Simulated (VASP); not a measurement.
Runs of VASP 6.6.1 on CaF2. The structure is cubic, space group Fm-3m (No. 225). Conventional cell: a = 5.462 Å, b = 5.462 Å, c = 5.462 Å, α = 90.00°, β = 90.00°, γ = 90.00°. Ca (site symmetry m-3m) has 8 F at 2.37 Å within 3.1 Å. F (site symmetry -43m) has 4 Ca at 2.37 Å and 6 F at 2.73 Å within 3.1 Å. 

```tsv
level	potentials or basis	cutoff (eV)	gap on the mesh (eV)	pressure (GPa)
BLYP	VASP PAW PBE potentials, release 64 (Ca_sv, F)	600	7.40	4.3
r2SCAN	VASP PAW PBE potentials, release 64 (Ca_sv, F)	660	7.95	(c)
PBE	VASP PAW PBE potentials, release 64 (Ca_sv, F)	600	(a)	(b)
LDA	VASP PAW LDA potentials, release 64 (Ca_sv, F)	600	6.91	-6.2
```

Alike in all rows: task single point; no spin polarisation; cell as given; k mesh 6 × 6 × 6; smearing gaussian 0.01 eV.

**Question.** Estimate the missing entries.

**Answer.** (a) 7.28; (b) 2.4; (c) -0.7.

Caveats: the PAW data sets were made with another functional, which shifts forces and pressure a little (at least some runs); the cell stands under pressure (at least some runs); the cell stands under tension (at least some runs).

A k mesh can miss the band edges.
